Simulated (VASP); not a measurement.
A run of VASP 6.6.1 is set up as follows.

Contents of INCAR:

```
SYSTEM = Mg7ZnO8
  ALGO = Normal
  EDIFF = 1E-6
  ENCUT = 700
  GGA = PS
  GGA_COMPAT = .FALSE.
  ISIF = 2
  ISMEAR = -1
  ISYM = -1
  LASPH = .TRUE.
  LCHARG = .FALSE.
  LREAL = Auto
  LWAVE = .FALSE.
  NBANDS = 276
  NELM = 120
  PREC = Accurate
  SIGMA = 0.05
```

Contents of KPOINTS:

```
explicit points
1
Reciprocal
  0.25000000   0.25000000   0.25000000 1
```

File POSCAR:

```
Mg7ZnO8
1.0
    9.8602615867      0.0000000000      0.0000000000
    0.0000000000     11.3817764009      0.0000000000
    0.0000000000      0.0000000000     10.1464120075
Mg Zn O
42 6 48
Direct
    0.1650900000      0.0836030000      0.2459430000
    0.1688990000      0.0846980000      0.7458070000
    0.9987140000      0.3344380000      0.2434280000
    0.5018550000      0.0833950000      0.2456480000
    0.4989450000      0.0837450000      0.7457060000
    0.3334580000      0.3341480000      0.2452130000
    0.3336940000      0.3316670000      0.7463100000
    0.1674680000      0.5835810000      0.2461480000
    0.1659230000      0.5836170000      0.7466480000
    0.9992950000      0.8349830000      0.7434820000
    0.8337080000      0.0834730000      0.2445980000
    0.8330250000      0.0824200000      0.7464250000
    0.6685040000      0.3345120000      0.2462020000
    0.6671320000      0.3324080000      0.7448050000
    0.4997130000      0.5837050000      0.2459750000
    0.5005180000      0.5832800000      0.7465900000
    0.3335340000      0.8322740000      0.2466090000
    0.3334240000      0.8336220000      0.7461410000
    0.8335690000      0.5834990000      0.2463170000
    0.8346080000      0.5842620000      0.7451290000
    0.6681490000      0.8343330000      0.7432200000
    0.9990100000      0.1681510000      0.4963350000
    0.0007870000      0.1662440000      0.9954260000
    0.3335990000      0.1671830000      0.4934360000
    0.1653930000      0.4165750000      0.4962520000
    0.1667650000      0.4168290000      0.9955960000
    0.0008810000      0.6657860000      0.4957320000
    0.9994570000      0.6685300000      0.9959870000
    0.6677740000      0.1664780000      0.4960900000
    0.6663950000      0.1670840000      0.9962510000
    0.4999100000      0.4172370000      0.4963650000
    0.5014140000      0.4163440000      0.9961880000
    0.3333440000      0.6667950000      0.4968090000
    0.3336460000      0.6666630000      0.9956520000
    0.1672360000      0.9177120000      0.4955500000
    0.1664280000      0.9167930000      0.9962930000
    0.8329860000      0.4177600000      0.9931810000
    0.6663710000      0.6654020000      0.4960510000
    0.6678220000      0.6684100000      0.9956430000
    0.4997440000      0.9171760000      0.4955010000
    0.5009720000      0.9166840000      0.9962250000
    0.8336930000      0.9172240000      0.4921760000
    0.0013170000      0.3327220000      0.7477010000
    0.0015110000      0.8321460000      0.2476700000
    0.6657070000      0.8319570000      0.2478490000
    0.3336630000      0.1667870000      0.9984620000
    0.8346780000      0.4161600000      0.4969330000
    0.8334670000      0.9154680000      0.9963310000
    0.9997110000      0.1670850000      0.1910270000
    0.0001440000      0.1661260000      0.6927200000
    0.3335300000      0.1662530000      0.1958440000
    0.3340520000      0.1668620000      0.6887960000
    0.1667040000      0.4171570000      0.1915590000
    0.1675650000      0.4166490000      0.6926270000
    0.0004300000      0.6661580000      0.1920750000
    0.0006220000      0.6675520000      0.6915460000
    0.6674300000      0.1675610000      0.1920000000
    0.6667110000      0.1658830000      0.6922110000
    0.5009050000      0.4168590000      0.1923890000
    0.5000670000      0.4164120000      0.6926040000
    0.3335290000      0.6665120000      0.1917990000
    0.3333520000      0.6664430000      0.6930910000
    0.1673390000      0.9167640000      0.1922850000
    0.1673110000      0.9178070000      0.6919270000
    0.8330580000      0.4181240000      0.1886340000
    0.8343520000      0.4166920000      0.6944360000
    0.6667980000      0.6661350000      0.1918370000
    0.6670530000      0.6665020000      0.6919510000
    0.4999210000      0.9165350000      0.1922320000
    0.4999020000      0.9169840000      0.6918560000
    0.8335050000      0.9154450000      0.1942390000
    0.8336540000      0.9176220000      0.6875890000
    0.1656600000      0.0843370000      0.4419080000
    0.1674200000      0.0833830000      0.9420170000
    0.0000000000      0.3336440000      0.4390550000
    0.0001180000      0.3331900000      0.9447590000
    0.5009260000      0.0836750000      0.4414660000
    0.5001030000      0.0834180000      0.9423000000
    0.3330320000      0.3343490000      0.4416170000
    0.3338990000      0.3336450000      0.9425660000
    0.1672820000      0.5831040000      0.4422690000
    0.1662140000      0.5839130000      0.9426170000
    0.0009820000      0.8328410000      0.4445220000
    0.0004630000      0.8343000000      0.9392220000
    0.8338200000      0.0839950000      0.4404910000
    0.8332950000      0.0831760000      0.9426540000
    0.6667490000      0.3335310000      0.4426980000
    0.6670990000      0.3330900000      0.9407940000
    0.4995920000      0.5835070000      0.4420720000
    0.5009510000      0.5835710000      0.9428770000
    0.3333400000      0.8334380000      0.4423850000
    0.3336180000      0.8335830000      0.9426710000
    0.8336490000      0.5832850000      0.4421890000
    0.8337320000      0.5846800000      0.9411680000
    0.6663170000      0.8325870000      0.4448020000
    0.6667490000      0.8341210000      0.9389550000
```

Potentials or basis: VASP PAW PBE potentials, release 64 (Mg, Zn, O).

Launch:

```console
$ cat potpaw_PBE.64/Mg/POTCAR potpaw_PBE.64/Zn/POTCAR potpaw_PBE.64/O/POTCAR > POTCAR
$ mpirun -np 1 vasp_std > vasp.out
```

(1) What does it give for the pressure?

(2) Predict the largest force.

(3) Predict the band gap on the k mesh.

Results:

(1) -0.3 GPa.

(2) 0.074 eV/Å.

(3) 3.59 eV.

Caveat: the PAW data sets were made with another functional, which shifts forces and pressure a little; a shifted mesh leaves out Γ, where band edges can lie.
